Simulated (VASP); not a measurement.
A run of VASP 6.6.1 is set up as follows.

The input INCAR:

```
PREC = Accurate
ENCUT = 520
EDIFF = 1E-6
ISMEAR = 0
SIGMA = 0.1
LREAL = False
LASPH = True
NELM = 100
ALGO = Normal
ISIF = 2
LWAVE = False
LCHARG = True
GGA = PE
LELF = True
LVHAR = True
NBANDS = 28
```

The input KPOINTS:

```
regular mesh
0
Gamma
  3 3 4
```

POSCAR

```
Si3Te
1.0
    6.2773681600      0.0000000000      0.0000000000
   -3.1386840800      5.4363602900      0.0000000000
    0.0000000000      0.0000000000      5.0671538900
Si Te
6 2
Direct
    0.8329999900      0.6659999800      0.2500000000
    0.1670000100      0.8329999900      0.7500000000
    0.3340000200      0.1670000100      0.2500000000
    0.1670000100      0.3340000200      0.7500000000
    0.8329999900      0.1670000100      0.2500000000
    0.6659999800      0.8329999900      0.7500000000
    0.3333333300      0.6666666700      0.2500000000
    0.6666666700      0.3333333300      0.7500000000
```

Potentials or basis: VASP PAW PBE potentials, release 64 (Si, Te).

Command:

```bash
$ cat potpaw_PBE.64/Si/POTCAR potpaw_PBE.64/Te/POTCAR > POTCAR
$ mpirun -np 1 vasp_std > vasp.out
```

(1) Estimate the largest force.

(2) Predict the pressure.

(3) Predict the band gap on the k mesh.

Results:

(1) 0.243 eV/Å.

(2) -6.3 GPa.

(3) zero (bands 18 and 19 overlap by 2.57 eV).

Caveat: the k points lie up to 0.39 Å⁻¹ apart, too coarse for converged energies and pressures of a metal; spin-orbit coupling is left out, which moves the levels of the heavy elements.
